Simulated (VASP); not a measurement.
Write the native input for VASP 6.6.1 that does the following.

| Item | Value |
| --- | --- |
| Task | single point |
| Functional | PBE |
| Potentials or basis | VASP PAW PBE potentials, release 64 (Ti_sv) |
| Cutoff | 520 eV |
| k mesh | 18 × 18 × 18 |
| Occupations | gaussian, width 0.1 eV |
| Spin | no spin polarisation |
| Dipole correction | no |
| Further INCAR settings | ALGO = Fast; EDIFF = 1e-06; NBANDS = 12 |

The structure of Ti lies in POSCAR:

```
Ti
1.0
    0.2436000000      2.1773780000      2.1773780000
    2.1773780000      0.2436000000      2.1773780000
    2.1773780000      2.1773780000      0.2436000000
Ti
1
Direct
    0.0000000000      0.0000000000      0.0000000000
```

This cell differs from its parent crystal: strained.

The input as run:

INCAR

```
  ALGO = Fast
  EDIFF = 1E-6
  ENCUT = 520
  GGA = PE
  ISIF = 2
  ISMEAR = 0
  LASPH = T
  LCHARG = T
  LELF = T
  LREAL = F
  LVHAR = T
  LWAVE = F
  NBANDS = 12
  NELM = 60
  PREC = Accurate
  SIGMA = 0.1
```

KPOINTS

```
k-points
0
Gamma
  18 18 18
```

Potentials or basis: VASP PAW PBE potentials, release 64 (Ti_sv).

Command:

```sh
$ cat potpaw_PBE.64/Ti_sv/POTCAR > POTCAR
$ mpirun -np 1 vasp_std > vasp.out
```

It gave:

```
Pressure               : 0.8 GPa
Band gap on the k mesh : zero (bands 6 and 7 overlap by 0.66 eV)
```

Caveat: the cell differs from its parent crystal (strained).

It took 4 min on 1 thread of Intel Xeon 8259CL (shared host), peak memory 0.24 GiB.
